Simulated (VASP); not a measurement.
Crystal: NaH.

```
Na H
1.0
     5.47018    0.00000    0.00000
    -2.73509    4.73732    0.00000
     0.00000    0.00000    2.79658
Na H
2 2
Direct
  0.33333 0.66667 0.00000
  0.66667 0.33333 0.00000
  0.00000 0.00000 0.00000
  0.00000 0.00000 0.50000
```

```yaml
Program: VASP 6.6.1
Task: relaxation of cell and atoms
Functional: PBE
Potentials_or_basis: VASP PAW PBE potentials, release 64 (Na_pv, H)
Cutoff: 500 eV
k_mesh: 12 × 12 × 16
Occupations: gaussian, width 0.1 eV
Spin: no spin polarisation
```

At the start: pressure -0.1 GPa; volume 18.12 Å³/atom.

Question: How do energy, volume and symmetry change on relaxing?

Answer: Over 6 steps the energy falls by 2.3 meV/atom and the volume is 18.47 Å³/atom (+2.0 %); space group P6/mmm (No. 191, to 0.05 Å).

Step by step:
```csv
step,energy change (eV),largest force (eV/Å),pressure (GPa),volume (Å³)
1,0.0000,0.0000,-0.06,72.47
2,-0.0042,0.0000,0.04,72.39
3,-0.0076,0.0000,0.23,72.27
4,-0.0077,0.0000,0.26,72.23
5,-0.0084,0.0000,0.20,72.64
6,-0.0092,0.0000,0.01,73.90
```

Final structure:
```xyz
4
Lattice="5.5704 0.0000 0.0000 -2.7852 4.8241 0.0000 0.0000 0.0000 2.7500" Properties=species:S:1:pos:R:3 pbc="T T T"
Na    0.0000    3.2160    0.0000
Na    2.7852    1.6080    0.0000
H     0.0000    0.0000    0.0000
H     0.0000    0.0000    1.3750
```
